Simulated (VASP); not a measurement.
A run of VASP 6.6.1:

File INCAR:

```
PREC = Accurate
ENCUT = 520
EDIFF = 1E-6
ISMEAR = 1
SIGMA = 0.1
LREAL = False
LASPH = True
NELM = 60
ALGO = Normal
ISIF = 2
LWAVE = False
LCHARG = False
GGA = PE
NBANDS = 11
```

File KPOINTS:

```
regular mesh
0
Gamma
  15 15 15
```

POSCAR

```
Si
1.0
   -2.3713720000      2.3713720000      1.3292650000
    2.3713720000     -2.3713720000      1.3292650000
    2.3713720000      2.3713720000     -1.3292650000
Si
2
Direct
    0.2500000000      0.7500000000      0.5000000000
    0.5000000000      0.5000000000      0.0000000000
```

Potentials or basis: VASP PAW PBE potentials, release 64 (Si).

Command:

```console
$ cat potpaw_PBE.64/Si/POTCAR > POTCAR
$ mpirun -np 1 vasp_std > vasp.out
```

Hardware: 1 thread of Intel(R) Xeon(R) 6975P-C (Granite Rapids), on a shared host.

Q: Estimate the wall time of this run.

A: Run time: 28 s on 1 thread of Intel(R) Xeon(R) 6975P-C (Granite Rapids) (shared host), peak memory 0.2 GiB. Counts: scf iterations 10, k points 288.
